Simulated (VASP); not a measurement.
SnSe, 2 atoms in the cell. It takes space group Fm-3m (No. 225, cubic). Conventional cell: a = 6.020 Å, b = 6.020 Å, c = 6.020 Å, α = 90.00°, β = 90.00°, γ = 90.00°. Within 4.0 Å of Sn (site symmetry m-3m) lie 6 Se at 3.01 Å. Se (site symmetry m-3m) has 6 Sn at 3.01 Å within 4.0 Å. 

| Item | Value |
| --- | --- |
| Program | VASP 6.6.1 |
| Task | single point |
| Functional | PBE |
| Potentials or basis | VASP PAW PBE potentials, release 64 (Sn_d, Se) |
| Cutoff | 520 eV |
| k mesh | 8 × 8 × 8 |
| Occupations | gaussian, width 0.016 eV |
| Spin | no spin polarisation |
| Dipole correction | no |
| Further INCAR settings | ALGO = Normal; EDIFF = 1e-07; NBANDS = 17 |

Potentials or basis: VASP PAW PBE potentials, release 64 (Sn_d, Se).

Run with:

```bash
$ cat potpaw_PBE.64/Sn_d/POTCAR potpaw_PBE.64/Se/POTCAR > POTCAR
$ mpirun -np 1 vasp_std > vasp.out
```

Hardware: 1 thread of Intel(R) Xeon(R) Platinum 8488C (Sapphire Rapids), on a shared host.

Problem. Estimate the wall time of this run.

Solution. Wall time 13 s on 1 thread of Intel(R) Xeon(R) Platinum 8488C (Sapphire Rapids), with other jobs on the host, peak memory 0.18 GiB. Counts: scf iterations 13, k points 29.
